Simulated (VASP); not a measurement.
## MgSiH2O4: single point with PBE

MgSiH2O4:

```
CELL_PARAMETERS angstrom
4.35343 0.00000 -0.00189
0.00000 2.85989 0.00000
-0.28316 0.00000 4.80378
ATOMIC_POSITIONS crystal
Mg 0.50198 0.50000 0.47188
Si 0.00173 0.00000 0.00563
H 0.97461 0.00000 0.52383
H 0.45790 0.50000 0.96730
O 0.22995 0.00000 0.30571
O 0.24757 0.50000 0.85590
O 0.80142 0.00000 0.66127
O 0.77634 0.50000 0.10829
```

* Program: VASP 6.6.1
* Task: single point
* Functional: PBE
* Potentials or basis: VASP PAW PBE potentials, release 64 (Mg, Si, H, O)
* Cutoff: 520 eV
* k mesh: 6 × 8 × 6
* Occupations: gaussian, width 0.02 eV
* Spin: no spin polarisation
* Dipole correction: no
* Further INCAR settings: ALGO = Normal; EDIFF = 1e-07; NBANDS = 26

- Pressure: -0.2 GPa
- Largest force: 0.096 eV/Å
- Band gap on the k mesh: 4.74 eV (least direct gap 4.76 eV)

Forces on the atoms (eV/Å):
```
Mg  -0.001  0.000  0.008
Si  -0.020  0.000 -0.034
H    0.070  0.000 -0.063
H    0.086  0.000  0.044
O    0.033  0.000  0.051
O   -0.044  0.000 -0.042
O   -0.078  0.000  0.019
O   -0.047  0.000  0.018
```

Stress tensor (GPa, compression positive):
```
-0.10  0.00  0.06
 0.00 -0.22  0.00
 0.06  0.00 -0.18
```

Levels at points of the mesh, in eV from the valence-band top:
| k point | band 13 | band 14 | band 15 | band 16 | band 17 | band 18 | band 19 | band 20 |
| --- | --- | --- | --- | --- | --- | --- | --- | --- |
| (0.00, 0.00, 0.00) | -0.79 | -0.68 | -0.16 | -0.02 | 4.74 | 7.54 | 8.93 | 11.03 |
| (0.50, 0.00, 0.00) | -0.90 | -0.83 | -0.68 | -0.09 | 6.49 | 7.44 | 8.83 | 9.29 |
| (0.00, 0.50, 0.00) | -3.07 | -1.81 | -0.89 | -0.76 | 8.09 | 9.86 | 10.74 | 11.36 |
| (0.50, 0.50, 0.00) | -1.90 | -1.90 | -0.89 | -0.50 | 8.63 | 10.21 | 10.70 | 11.47 |
| (0.00, 0.00, 0.50) | -1.90 | -0.96 | -0.33 | 0.00 | 6.68 | 7.70 | 9.53 | 10.26 |
| (0.50, 0.00, 0.50) | -1.91 | -1.03 | -0.41 | -0.11 | 7.10 | 7.55 | 9.52 | 10.32 |
| (0.00, 0.50, 0.50) | -1.88 | -1.63 | -0.82 | -0.35 | 7.27 | 8.87 | 10.20 | 10.48 |
| (0.50, 0.50, 0.50) | -1.72 | -1.46 | -0.82 | -0.67 | 7.29 | 9.74 | 10.00 | 10.31 |

It took 48 s on 1 thread of Intel(R) Xeon(R) 6975P-C (Granite Rapids) (shared host), peak memory 0.27 GiB.

A k mesh can miss the band edges.
